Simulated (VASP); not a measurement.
# Cu (Pmmn) in VASP: notebook, part 2 of 2

VASP 6.6.1. Earlier steps stand in the parts before.

## 3. Single point, PBEsol (atoms displaced along a vibrational mode)

Contents of INCAR:

```
PREC = Accurate
ENCUT = 520
EDIFF = 1E-6
ISMEAR = 0
SIGMA = 0.15
LREAL = False
LASPH = True
NELM = 100
ALGO = Fast
ISIF = 2
LWAVE = False
LCHARG = True
GGA = PS
LELF = True
LVHAR = True
NBANDS = 18
```

Contents of KPOINTS:

```
Automatic mesh
0
Gamma
  18 18 14
```

Contents of POSCAR:

```
Cu
1.0
    0.0000000000     -1.8075000000     -1.8075000000
    0.0000000000      1.8075000000     -1.8075000000
    3.6150000000      0.0000000000      0.0000000000
Cu
2
Direct
    0.4119784090      0.5000000000      0.5000000000
    0.0880215910      0.0000000000      0.0000000000
```

Potentials or basis: VASP PAW PBE potentials, release 64 (Cu).

Command:

```bash
$ cat potpaw_PBE.64/Cu/POTCAR > POTCAR
$ mpirun -np 1 vasp_std > vasp.out
```

OUTCAR:

```text
PREC = Accurate
   ENCUT = 520
   EDIFF = 1E-6
   ISMEAR = 0
   LREAL = False
   LASPH = True
   NELM = 100
   ISIF = 2
   GGA = PS

 ion  position               nearest neighbor table
   1  0.412  0.500  0.500-   2 2.36   2 2.36   2 2.36   2 2.36
   2  0.088  0.000  0.000-   1 2.36   1 2.36   1 2.36   1 2.36

  LATTYP: Found a simple tetragonal cell.
 ALAT       =     2.5561910140
 C/A-ratio  =     1.4142135624

  Lattice vectors:

 A1 = (   0.0000000000,  -1.8075000000,  -1.8075000000)
[... 692 lines left out ...]

------------------------ aborting loop because EDIFF is reached ----------------------------------------

  FORCE on cell =-STRESS in cart. coord.  units (eV):
  Direction    XX          YY          ZZ          XY          YZ          ZX
  --------------------------------------------------------------------------------------
  -------------------------------------------------------------------------------------
  Total        1.3947358     -0.4053977     -0.4053977      0.0000000     -0.6734239      0.0000000
  in kB       94.6035888    -27.4977363    -27.4977363      0.0000000    -45.6776991      0.0000000
  external PRESSURE =      13.2027054 kB  Pullay stress =       0.0000000 kB

 VOLUME and BASIS-vectors are now :
 -----------------------------------------------------------------------------
  energy-cutoff  :      520.00
  volume of cell :       23.62
      direct lattice vectors                 reciprocal lattice vectors
     0.000000000 -1.807500000 -1.807500000     0.000000000 -0.276625173 -0.276625173
     0.000000000  1.807500000 -1.807500000     0.000000000  0.276625173 -0.276625173
     3.615000000  0.000000000  0.000000000     0.276625173  0.000000000  0.000000000

 POSITION                                       TOTAL-FORCE (eV/Angst)
 -----------------------------------------------------------------------------------
      1.80750      0.15910     -1.64840         0.000000     -0.889524     -0.889524
      0.00000     -0.15910     -0.15910         0.000000      0.889524      0.889524
 -----------------------------------------------------------------------------------
    total drift:                               -0.000000      0.000000      0.000000

  FREE ENERGIE OF THE ION-ELECTRON SYSTEM (eV)
  ---------------------------------------------------
  free  energy   TOTEN  =        -8.2981192555 eV

  energy  without entropy=       -8.2915448245  energy(sigma->0) =       -8.29483204
```

stdout:

```text
POSCAR found type information on POSCAR Cu
 POSCAR found :  1 types and       2 ions
 scaLAPACK will be used
 -----------------------------------------------------------------------------
|                                                                             |
|                                                                             |
|     You enforced a specific xc type in the INCAR file but a different       |
|     I HOPE YOU KNOW WHAT YOU ARE DOING!                                     |
|                                                                             |
 -----------------------------------------------------------------------------

 LDA part: xc-table for (Slater+PW92), standard interpolation
 POSCAR, INCAR and KPOINTS ok, starting setup
 FFT: planning ... GRIDC
 FFT: planning ... GRID_SOFT
 FFT: planning ... GRID
 WAVECAR not read
 entering main loop
```

It took 4.9 min on 1 thread of Intel Xeon Platinum 8259CL at 2.50GHz (Skylake/Cascade Lake), shared host; peak memory 0.37 GiB.

What came out:

| Item | Value |
| --- | --- |
| Free energy | -8.2981 eV |
| Pressure | 1.3 GPa |
| Largest force | 1.258 eV/Å |
| Band gap on the k mesh | zero (bands 11 and 12 overlap by 7.00 eV) |

Forces on the atoms (eV/Å):
```
Cu   0.000 -0.890 -0.890
Cu   0.000  0.890  0.890
```

Caveat: the cell differs from its parent crystal (atoms displaced along a vibrational mode); the PAW data sets were made with another functional, which shifts forces and pressure a little.

## 4. Single point, PBEsol (atoms displaced along a vibrational mode)

Contents of INCAR:

```
SYSTEM = Cu
ALGO = Fast
EDIFF = 1E-7
ENCUT = 520
GGA = PS
ISIF = 2
ISMEAR = 0
LASPH = .TRUE.
LCHARG = .FALSE.
LREAL = .FALSE.
LWAVE = .FALSE.
NBANDS = 18
NELM = 60
PREC = Accurate
SIGMA = 0.15
```

Contents of KPOINTS:

```
k-points
0
G
  18 18 14
  0 0 0
```

Contents of POSCAR:

```
Cu
1.0
    0.0000000000     -1.8075000000     -1.8075000000
    0.0000000000      1.8075000000     -1.8075000000
    3.6150000000      0.0000000000      0.0000000000
Cu
2
Direct
    0.5586810607      0.5000000000      0.5000000000
   -0.0586810607      0.0000000000      0.0000000000
```

Command:

```bash
$ cat potpaw_PBE.64/Cu/POTCAR > POTCAR
$ mpirun -np 1 vasp_std > vasp.out
```

Wall time 6 min (1 thread of Intel Xeon Platinum 8259CL at 2.50GHz (Skylake/Cascade Lake), shared host); peak memory 0.37 GiB.

It converged, with:

* Free energy: -8.4623 eV
* Pressure: -2.6 GPa
* Largest force: 0.915 eV/Å
* Band gap on the k mesh: zero (bands 11 and 12 overlap by 7.49 eV)

Forces on the atoms (eV/Å):
```
Cu   0.000  0.647  0.647
Cu   0.000 -0.647 -0.647
```

Stress tensor (GPa, compression positive):
```
 1.13  0.00  0.00
 0.00 -4.41 -2.16
 0.00 -2.16 -4.41
```

Levels at points of the mesh, in eV from the Fermi level:
| k point | band 8 | band 9 | band 10 | band 11 | band 12 | band 13 | band 14 | band 15 |
| --- | --- | --- | --- | --- | --- | --- | --- | --- |
| (0.00, 0.00, 0.00) | -2.16 | -1.74 | -1.72 | -1.43 | 1.45 | 7.09 | 13.02 | 13.63 |
| (0.50, 0.00, 0.00) | -2.61 | -2.48 | -1.77 | -0.73 | 0.06 | 8.48 | 9.91 | 10.81 |
| (0.00, 0.50, 0.00) | -2.35 | -2.10 | -2.10 | -0.34 | -0.34 | 9.69 | 9.69 | 10.87 |
| (0.50, 0.50, 0.00) | -1.59 | -1.52 | -1.52 | 1.66 | 1.66 | 6.82 | 6.82 | 13.17 |
| (0.00, 0.00, 0.50) | -2.53 | -2.09 | -2.09 | -1.85 | -1.85 | 16.48 | 16.48 | 17.06 |
| (0.50, 0.00, 0.50) | -1.87 | -1.69 | -1.69 | -0.70 | -0.70 | 3.56 | 3.56 | 21.18 |
| (0.00, 0.50, 0.50) | -1.84 | -1.65 | -1.65 | -1.04 | -1.04 | 3.75 | 3.75 | 21.34 |
| (0.50, 0.50, 0.50) | -2.13 | -1.52 | -1.52 | 5.64 | 5.64 | 5.97 | 5.97 | 8.75 |

Caveat: the cell differs from its parent crystal (atoms displaced along a vibrational mode); the PAW data sets were made with another functional, which shifts forces and pressure a little.

## 5. Single point, PBEsol (atoms displaced along a vibrational mode)

Contents of INCAR:

```
  ALGO = Fast
  EDIFF = 1E-7
  ENCUT = 520
  GGA = PS
  ISIF = 2
  ISMEAR = 0
  LASPH = True
  LCHARG = False
  LREAL = False
  LWAVE = False
  NBANDS = 18
  NELM = 80
  PREC = Accurate
  SIGMA = 0.15
```

Contents of KPOINTS:

```
k-points
0
Gamma
  18 18 14
```

Contents of POSCAR:

```
Cu
1.0
    0.0000000000     -1.8075000000     -1.8075000000
    0.0000000000      1.8075000000     -1.8075000000
    3.6150000000      0.0000000000      0.0000000000
Cu
2
Direct
    0.4706594697      0.5000000000      0.5000000000
    0.0293405303      0.0000000000      0.0000000000
```

Command:

```bash
$ cat potpaw_PBE.64/Cu/POTCAR > POTCAR
$ mpirun -np 1 vasp_std > vasp.out
```

Wall time 5 min (1 thread of Intel Xeon Platinum 8259CL at 2.50GHz (Skylake/Cascade Lake), shared host); peak memory 0.37 GiB.

Results (log left out):

| Property | Result |
| --- | --- |
| Free energy | -8.5680 eV |
| Pressure | -5.0 GPa |
| Largest force | 0.481 eV/Å |
| Band gap on the k mesh | zero (bands 11 and 12 overlap by 7.91 eV) |

Forces on the atoms (eV/Å):
```
Cu   0.000 -0.340 -0.340
Cu   0.000  0.340  0.340
```

Stress tensor (GPa, compression positive):
```
-4.22  0.00  0.00
 0.00 -5.36 -0.55
 0.00 -0.55 -5.36
```

Levels at points of the mesh, in eV from the Fermi level:
| k point | band 7 | band 8 | band 9 | band 10 | band 11 | band 12 | band 13 | band 14 | band 15 | band 16 |
| --- | --- | --- | --- | --- | --- | --- | --- | --- | --- | --- |
| (0.00, 0.00, 0.00) | -2.23 | -2.19 | -1.67 | -1.55 | -1.48 | 1.45 | 7.09 | 13.02 | 13.18 | 17.45 |
| (0.50, 0.00, 0.00) | -2.56 | -2.51 | -2.46 | -1.98 | -0.53 | -0.12 | 9.07 | 10.25 | 10.38 | 11.36 |
| (0.00, 0.50, 0.00) | -2.47 | -2.47 | -2.18 | -2.18 | -0.33 | -0.33 | 9.67 | 9.67 | 10.87 | 10.87 |
| (0.50, 0.50, 0.00) | -1.52 | -1.52 | -1.50 | -1.50 | 1.50 | 1.50 | 7.02 | 7.02 | 13.06 | 13.06 |
| (0.00, 0.00, 0.50) | -2.42 | -2.42 | -2.26 | -2.26 | -1.90 | -1.90 | 16.86 | 16.86 | 17.05 | 17.05 |
| (0.50, 0.00, 0.50) | -1.71 | -1.71 | -1.65 | -1.65 | -0.94 | -0.94 | 3.68 | 3.68 | 21.09 | 21.09 |
| (0.00, 0.50, 0.50) | -1.69 | -1.69 | -1.64 | -1.64 | -1.04 | -1.04 | 3.73 | 3.73 | 21.14 | 21.14 |
| (0.50, 0.50, 0.50) | -2.22 | -2.22 | -1.50 | -1.50 | 6.01 | 6.01 | 6.11 | 6.11 | 8.42 | 8.42 |

Caveat: the cell differs from its parent crystal (atoms displaced along a vibrational mode); the cell stands under tension; the PAW data sets were made with another functional, which shifts forces and pressure a little.

## 6. Overview

```csv
cell,further INCAR settings,gap on the mesh (eV),pressure (GPa),largest force (eV/Å)
"as given, atomic positions A",ALGO = Fast; EDIFF = 1e-06; NBANDS = 18,none,4.6,1.45
"as given, atomic positions B",ALGO = Fast; EDIFF = 1e-06; NBANDS = 18,none,1.3,1.26
"as given, atomic positions C",ALGO = Fast; EDIFF = 1e-07; NBANDS = 18,none,-2.6,0.91
"as given, atomic positions D",ALGO = Fast; EDIFF = 1e-07; NBANDS = 18,none,-5.0,0.48
```

Alike in all rows: task single point; level PBEsol; potentials or basis VASP PAW PBE potentials, release 64 (Cu); no spin polarisation; k mesh 18 × 18 × 14; cutoff (eV) 520; smearing gaussian 0.15 eV.

Caveats: the PAW data sets were made with another functional, which shifts forces and pressure a little; the cell stands under pressure (at least some runs); the cell stands under tension (at least some runs).

Absolute energies hang on the potentials; compare differences alone.
